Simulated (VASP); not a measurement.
# Be (C2/c) in VASP: notebook

The runs below take Be through single point, with PBEsol.

Program: VASP 6.6.1. These are calculated values, not measurements. Logs are shortened: lines on timing, memory, paths and dates and some standing lists are left out, and cuts for length are marked.

## (1) The cell of the first run

The typed cell holds 2 atoms: a = 2.316 Å, b = 2.316 Å, c = 4.317 Å, α = 105.55°, β = 105.55°, γ = 120.02°.

## (2) Single point, PBEsol (volume scaled by 1.08)

File INCAR:

```
SYSTEM = Be
PREC     = Accurate       ! precision mode
ENCUT    = 520            ! plane-wave cutoff, eV
EDIFF    = 1E-7           ! SCF threshold, eV
ISMEAR   = -1             ! smearing method
SIGMA    = 0.1            ! smearing width, eV
LREAL    = .FALSE.        ! projectors in reciprocal space
LASPH    = .TRUE.         ! aspherical terms in the spheres
NELM     = 80             ! most SCF steps
ALGO     = Normal         ! electronic algorithm
ISIF     = 2              ! what is computed and relaxed
LWAVE    = .FALSE.        ! write WAVECAR
LCHARG   = .FALSE.        ! write CHGCAR
GGA      = PS             ! functional
NBANDS   = 9              ! bands
```

File KPOINTS:

```
Automatic mesh
0
G
  20 20 10
  0 0 0
```

File POSCAR:

```
Be
1.0
   -1.5591624203      1.2782312270      1.1406897482
    1.2782312270     -1.5591624203      1.1406897482
    2.8193435940      2.8193435940     -1.6552157433
Be
2
Direct
    0.9583892371      0.0416107629      1.0000000000
    0.7916107629      0.2083892371      0.5000000000
```

Potentials or basis: VASP PAW PBE potentials, release 64 (Be).

Run with:

```
cat potpaw_PBE.64/Be/POTCAR > POTCAR
mpirun -np 1 vasp_std > vasp.out
```

OUTCAR:

```text
SYSTEM = Be
   PREC = Accurate
   ENCUT = 520
   EDIFF = 1E-7
   ISMEAR = -1
   LREAL = .FALSE.
   LASPH = .TRUE.
   NELM = 80
   ISIF = 2
   GGA = PS

 ion  position               nearest neighbor table
   1  0.958  0.042  0.000-   2 2.26   2 2.26   2 2.26   2 2.26   2 2.26   2 2.26
   2  0.792  0.208  0.500-   1 2.26   1 2.26   1 2.26   1 2.26   1 2.26   1 2.26

  Warning from LATTYP: Got some problem with cell dimensions!
  Tried to take original basis but could not verify dimensions!
  LATTYP: Found a base centered monoclinic cell.
 ALAT       =     2.3157152410
 B/A-ratio  =     1.7328039764
 C/A-ratio  =     1.5736207867
 COS(beta)  =    -0.0002700327

  Lattice vectors:

 A1 = (   1.5591624203,  -1.2782312270,  -1.1406897482)
 A2 = (  -1.2782312270,   1.5591624203,  -1.1406897482)
 A3 = (   2.5384124007,   2.5384124007,   0.6261637531)

Analysis of symmetry for initial positions (statically):
=====================================================================
 Subroutine PRICEL returns:
 Original cell was already a primitive cell.

 Routine SETGRP: Setting up the symmetry group for a
 base centered monoclinic supercell.

 Subroutine GETGRP returns: Found  4 space group operations
 (whereof  2 operations were pure point group operations)
 out of a pool of  4 trial point group operations.

The static configuration has the point symmetry C_2 .
 The point group associated with its full space group is C_2h.

Analysis of symmetry for dynamics (positions and initial velocities):
=====================================================================
 Subroutine PRICEL returns:
 Original cell was already a primitive cell.

 Routine SETGRP: Setting up the symmetry group for a
 base centered monoclinic supercell.

 Subroutine GETGRP returns: Found  4 space group operations
 (whereof  2 operations were pure point group operations)
 out of a pool of  4 trial point group operations.

The dynamic configuration has the point symmetry C_2 .
 The point group associated with its full space group is C_2h.

 Subroutine INISYM returns: Found  4 space group operations
 (whereof  2 operations are pure point group operations),
 and found     1 'primitive' translations

----------------------------------------------------------------------------------------

                                     Primitive cell

  volume of cell :      16.9307

  direct lattice vectors                    reciprocal lattice vectors
    -1.559162420  1.278231227  1.140689748    -0.037520366  0.314915751  0.472490008
     1.278231227 -1.559162420  1.140689748     0.314915751 -0.037520366  0.472490008
     2.819343594  2.819343594 -1.655215743     0.191166664  0.191166664  0.047080882

  length of vectors
     2.316470510  2.316470510  4.317074908     0.569057568  0.569057568  0.274419380

  position of ions in fractional coordinates (direct lattice)
     0.958389237  0.041610763  1.000000000
     0.791610763  0.208389237  0.500000000

  ion indices of the primitive-cell ions
   primitive index   ion index
                 1           1
                 2           2

----------------------------------------------------------------------------------------

 KPOINTS: Automatic mesh

Automatic generation of k-mesh.
 Grid dimensions read from file:
 generate k-points for:   20   20   10

 Generating k-lattice:

  Cartesian coordinates                     Fractional coordinates (reciprocal lattice)
    -0.001876018  0.015745788  0.023624500     0.050000000  0.000000000  0.000000000
     0.015745788 -0.001876018  0.023624500     0.000000000  0.050000000  0.000000000
     0.019116666  0.019116666  0.004708088     0.000000000  0.000000000  0.100000000

  Length of vectors
     0.028452878  0.028452878  0.027441938

  Shift w.r.t. Gamma in fractional coordinates (k-lattice)
     0.000000000  0.000000000  0.000000000

 Subroutine IBZKPT returns following result:
 ===========================================

 Found   1062 irreducible k-points:

 Following reciprocal coordinates:
            Coordinates               Weight
  0.000000  0.000000  0.000000      1.000000
  0.050000  0.000000 -0.000000      4.000000
  0.100000  0.000000  0.000000      4.000000
  0.150000  0.000000  0.000000      4.000000
  0.200000  0.000000  0.000000      4.000000
  0.250000  0.000000  0.000000      4.000000
[... 16 lines left out ...]
 -0.400000  0.050000  0.000000      4.000000
 -0.350000  0.050000  0.000000      4.000000
 [... further k-points ...]
   k-points           NKPTS =   1062   k-points in BZ     NKDIM =   1062   number of bands    NBANDS=      9
   number of dos      NEDOS =    301   number of ions     NIONS =      2
   total plane-waves  NPLWV =  10368
   dimension x,y,z NGX =    18 NGY =   18 NGZ =   32
   dimension x,y,z NGXF=    36 NGYF=   36 NGZF=   64
   ions per type =               2
   NGX,Y,Z   is equivalent  to a cutoff of  12.92, 12.92, 12.32 a.u.
   NGXF,Y,Z  is equivalent  to a cutoff of  25.84, 25.84, 24.65 a.u.
 SYSTEM =  Be
   PREC   = accura    normal or accurate (medium, high low for compatibility)
   ISTART =      0    job   : 0-new  1-cont  2-samecut
   ICHARG =      2    charge: 1-file 2-atom 10-const
   ISPIN  =      1    spin polarized calculation?
   LNONCOLLINEAR =      F non collinear calculations
   LSORBIT =      F    spin-orbit coupling
   LASPH  =      T    aspherical Exc in radial PAW
   ENCUT  =  520.0 eV  38.22 Ry    6.18 a.u.   4.31  4.31  8.03*2*pi/ulx,y,z
   NELM   =     80;   NELMIN=  2; NELMDL= -5     # of ELM steps
   EDIFF  = 0.1E-06   stopping-criterion for ELM
   LREAL  =      F    real-space projection
   EDIFFG = 0.1E-05   stopping-criterion for IOM
   NSW    =      0    number of steps for IOM
   IBRION =     -1    ionic relax: 0-MD 1-quasi-New 2-CG
   NFREE  =      0    steps in history (QN), initial steepest desc. (CG)
   ISIF   =      2    stress and relaxation
   ISYM   =      2    0-nonsym 1-usesym 2-fastsym
   POTIM  = 0.5000    time-step for ionic-motion
   TEBEG  =    0.0;   TEEND  =   0.0 temperature during run
   PSTRESS=    0.0 pullay stress
   NELECT =       4.0000    total number of electrons
   NUPDOWN=      -1.0000    fix difference up-down
   EMIN   =  10.00;   EMAX   =-10.00  energy-range for DOS
   EFERMI =   0.00;   METHOD = LEGACY
   ISMEAR =    -1;   SIGMA  =   0.10  broadening in eV -4-tet -1-fermi 0-gaus
   EFERMI_NEDOS =   21; number of points for ismear=-14 and -15
   IALGO  =     38    algorithm
   IMIX   =      4    mixing-type and parameters
     AMIX     =   0.40;   BMIX     =  1.00
     AMIX_MAG =   1.60;   BMIX_MAG =  1.00
  volume/ion in A,a.u.               =       8.47        57.13
  Fermi-wavevector in a.u.,A,eV,Ry     =   1.012053  1.912502 13.935779  1.024251
  Thomas-Fermi vector in A             =   2.145139
   LORBIT       =      0    0 simple, 1 ext, 2 COOP (PROOUT), +10 PAW based schemes
   GGA     = PS    functional components
   LHFCALC =     F    Hartree Fock is set to
   AEXX    =    0.0000 exact exchange contribution
   IVDW    =     0    specifies the selected vdW correction
   LEPSILON=     F    determine dielectric tensor
   LRPA    =     F    only Hartree local field effects (RPA)
 non-spin polarized calculation
  energy-cutoff  :      520.00
  volume of cell :       16.93
 maximum number of plane-waves:       494
 NGX is ok and might be reduce to    18
   NGX =  9   NGY =  9   NGZ = 15

 number of electron       4.0000000 magnetization

 Free energy of the ion-electron system (eV)
  ---------------------------------------------------
  ext. energy  EPLUGINS =         0.00000000
  ---------------------------------------------------
  free energy    TOTEN  =        -7.96681211 eV

  energy without entropy =       -7.96220157  energy(sigma->0) =       -7.96450684

 E-fermi :   6.4201     XC(G=0): -10.3862

 val. band max:        6.3957866587   @ k =   0.5000   0.2000   0.3000
 cond. band min:       6.5133477587   @ k =  -0.4000   0.2000   0.2000
 fundamental gap:      0.1175611000
 Fermi energy:         6.4201395677

 k-point     1 :       0.0000    0.0000    0.0000
  band No.  band energies     occupation
      1      -4.5013      2.00000
      2       2.2586      2.00000
      3       7.3872      0.00013
      4      21.6063      0.00000
      5      21.6191      0.00000
      6      24.3248      0.00000
      7      24.3309      0.00000
      8      26.2940      0.00000
      9      32.4473      0.00000

 k-point     2 :       0.0500    0.0000   -0.0000
  band No.  band energies     occupation
      1      -4.4103      2.00000
      2       2.2085      2.00000
      3       7.5996      0.00002
      4      21.0614      0.00000
      5      21.1970      0.00000
      6      24.3122      0.00000
      7      24.5411      0.00000
      8      26.0249      0.00000
      9      31.2353      0.00000

 k-point     3 :       0.1000    0.0000    0.0000
  band No.  band energies     occupation
      1      -4.1373      2.00000
      2       2.0924      2.00000
      3       8.1973      0.00000
      4      19.6749      0.00000
      5      20.3499      0.00000
      6      24.1309      0.00000
      7      24.6997      0.00000
      8      25.2829      0.00000
      9      29.3836      0.00000

 k-point     4 :       0.1500    0.0000    0.0000
  band No.  band energies     occupation
      1      -3.6819      2.00000
      2       1.9787      2.00000
      3       9.0894      0.00000
      4      17.9130      0.00000
      5      19.4593      0.00000
      6      23.3896      0.00000
      7      24.1610      0.00000
      8      24.3275      0.00000
      9      27.7177      0.00000

 k-point     5 :       0.2000    0.0000    0.0000
  band No.  band energies     occupation
      1      -3.0443      2.00000
      2       1.9249      2.00000
      3      10.1462      0.00000
      4      16.1264      0.00000
      5      18.6704      0.00000
      6      21.2527      0.00000
      7      23.4413      0.00000
      8      23.4662      0.00000
      9      26.7755      0.00000

 k-point     6 :       0.2500    0.0000    0.0000
  band No.  band energies     occupation
      1      -2.2260      2.00000
      2       1.9650      2.00000
      3      11.0571      0.00000
      4      14.6722      0.00000
      5      18.0410      0.00000
      6      18.7089      0.00000
      7      22.3648      0.00000
      8      22.8349      0.00000
      9      26.2023      0.00000
[... 169 lines left out ...]
 k-point    21 :       0.5000    0.0500    0.0000
  band No.  band energies     occupation
      1       2.7774      2.00000
      2       3.1942      2.00000
      3       7.8912      0.00000
      4       8.1687      0.00000
      5      16.9152      0.00000
      6      17.8298      0.00000
      7      20.6523      0.00000
      8      21.2275      0.00000
      9      25.3718      0.00000

 k-point    22 :      -0.4500    0.0500    0.0000
  band No.  band energies     occupation
      1       1.7173      2.00000
      2       3.0611      2.00000
      3       8.3820      0.00000
      4       9.6608      0.00000
      5      16.5953      0.00000
      6      18.2606      0.00000
      7      19.5284      0.00000
      8      21.4055      0.00000
      9      25.3278      0.00000

 k-point    23 :      -0.4000    0.0500    0.0000
  band No.  band energies     occupation
      1       0.4492      2.00000
      2       2.8084      2.00000
      3       9.3000      0.00000
      4      11.6594      0.00000
      5      16.2244      0.00000
      6      17.6759      0.00000
      7      19.6586      0.00000
      8      21.7381      0.00000
      9      25.5568      0.00000

 k-point    24 :      -0.3500    0.0500    0.0000
  band No.  band energies     occupation
      1      -0.7519      2.00000
      2       2.5592      2.00000
      3      10.3603      0.00000
      4      13.4646      0.00000
      5      15.7810      0.00000
      6      17.4519      0.00000
      7      20.5806      0.00000
      8      22.1981      0.00000
      9      25.9178      0.00000

 [... further k-points ...]
[... 5 lines left out ...]
  --------------------------------------------------------------------------------------
  -------------------------------------------------------------------------------------
  Total       -0.8750747     -0.8750747     -0.8167818     -0.0697764     -0.0195512     -0.0195512
  in kB      -82.8096105    -82.8096105    -77.2932684     -6.6030394     -1.8501562     -1.8501562
  external PRESSURE =     -80.9708298 kB  Pullay stress =       0.0000000 kB

 VOLUME and BASIS-vectors are now :
 -----------------------------------------------------------------------------
  energy-cutoff  :      520.00
  volume of cell :       16.93
      direct lattice vectors                 reciprocal lattice vectors
    -1.559162420  1.278231227  1.140689748    -0.037520366  0.314915751  0.472490008
     1.278231227 -1.559162420  1.140689748     0.314915751 -0.037520366  0.472490008
     2.819343594  2.819343594 -1.655215743     0.191166664  0.191166664  0.047080882

 POSITION                                       TOTAL-FORCE (eV/Angst)
 -----------------------------------------------------------------------------------
     -1.44110      1.16017      1.14069         0.000116     -0.000116      0.000000
      0.44179      2.09662      0.31308        -0.000116      0.000116     -0.000000
 -----------------------------------------------------------------------------------
    total drift:                                0.000000      0.000000     -0.000000

  FREE ENERGIE OF THE ION-ELECTRON SYSTEM (eV)
  ---------------------------------------------------
  free  energy   TOTEN  =        -7.9668121143 eV

  energy  without entropy=       -7.9622015702  energy(sigma->0) =       -7.96450684
```

Wall time 1.8 min (1 thread of Intel Xeon Platinum 8259CL at 2.50GHz (Skylake/Cascade Lake), shared host); peak memory 0.25 GiB.

What came out:

- Free energy: -7.9668 eV
- Pressure: -8.1 GPa
- Band gap on the k mesh: zero (band 2 reaches 7.43 eV, above the bottom of band 3 at 6.08 eV)

Stress tensor (GPa, compression positive):
```
-8.28 -0.66 -0.19
-0.66 -8.28 -0.19
-0.19 -0.19 -7.73
```

Levels at points of the mesh, in eV from the Fermi level:
```
           k point  band 1  band 2  band 3  band 4  band 5  band 6  band 7
(0.00, 0.00, 0.00)  -10.92   -4.16    0.97   15.19   15.20   17.90   17.91
(0.50, 0.00, 0.00)   -3.39   -3.39    1.42    1.42   11.45   11.45   14.64
(0.50, 0.50, 0.00)   -4.73   -3.02    3.51    6.29    6.37    8.98    9.62
(0.00, 0.00, 0.50)   -8.82   -8.82   10.23   10.23   16.75   16.75   16.76
(0.50, 0.00, 0.50)   -4.73   -3.02    3.52    6.30    6.37    8.96    9.63
(0.50, 0.50, 0.50)   -3.40   -3.40    1.42    1.42   11.46   11.46   14.64
```

Caveat: the PAW data sets were made with another functional, which shifts forces and pressure a little.

## (3) Single point, PBEsol (volume scaled by 1.12)

File INCAR:

```
PREC = Accurate
ENCUT = 520
EDIFF = 1E-6
ISMEAR = -1
SIGMA = 0.1
LREAL = False
LASPH = True
NELM = 80
ALGO = Normal
ISIF = 2
LWAVE = False
LCHARG = True
GGA = PS
LELF = True
LVHAR = True
NBANDS = 9
```

File KPOINTS:

```
regular mesh
0
Gamma
  20 20 10
```

File POSCAR:

```
Be
1.0
   -1.5781784703      1.2938209491      1.1546019699
    1.2938209491     -1.5781784703      1.1546019699
    2.8537292218      2.8537292218     -1.6754032908
Be
2
Direct
    0.9583892371      0.0416107629      1.0000000000
    0.7916107629      0.2083892371      0.5000000000
```

Potentials or basis: VASP PAW PBE potentials, release 64 (Be).

Run with:

```
cat potpaw_PBE.64/Be/POTCAR > POTCAR
mpirun -np 1 vasp_std > vasp.out
```

Wall time 2 min (1 thread of Intel Xeon Platinum 8259CL at 2.50GHz (Skylake/Cascade Lake), shared host); peak memory 0.24 GiB.

The run converged. Its results:

```yaml
Free_energy: -7.9285 eV
Pressure: -11.4 GPa
Band_gap_on_the_k_mesh: zero (band 2 reaches 7.14 eV, above the bottom of band 3 at 5.82 eV)
```

Stress tensor (GPa, compression positive):
```
-11.64  -0.87  -0.24
 -0.87 -11.64  -0.24
 -0.24  -0.24 -10.88
```

Levels at points of the mesh, in eV from the Fermi level:
```csv
k point,band 1,band 2,band 3,band 4,band 5,band 6
"(0.00, 0.00, 0.00)",-10.74,-4.05,0.84,14.75,14.76,17.40
"(0.50, 0.00, 0.00)",-3.30,-3.30,1.30,1.31,11.13,11.13
"(0.50, 0.50, 0.00)",-4.62,-3.00,3.42,6.13,6.15,8.73
"(0.00, 0.00, 0.50)",-8.66,-8.66,9.93,9.93,16.26,16.26
"(0.50, 0.00, 0.50)",-4.61,-2.99,3.42,6.13,6.16,8.71
"(0.50, 0.50, 0.50)",-3.31,-3.31,1.30,1.30,11.14,11.14
```

Caveat: the PAW data sets were made with another functional, which shifts forces and pressure a little.
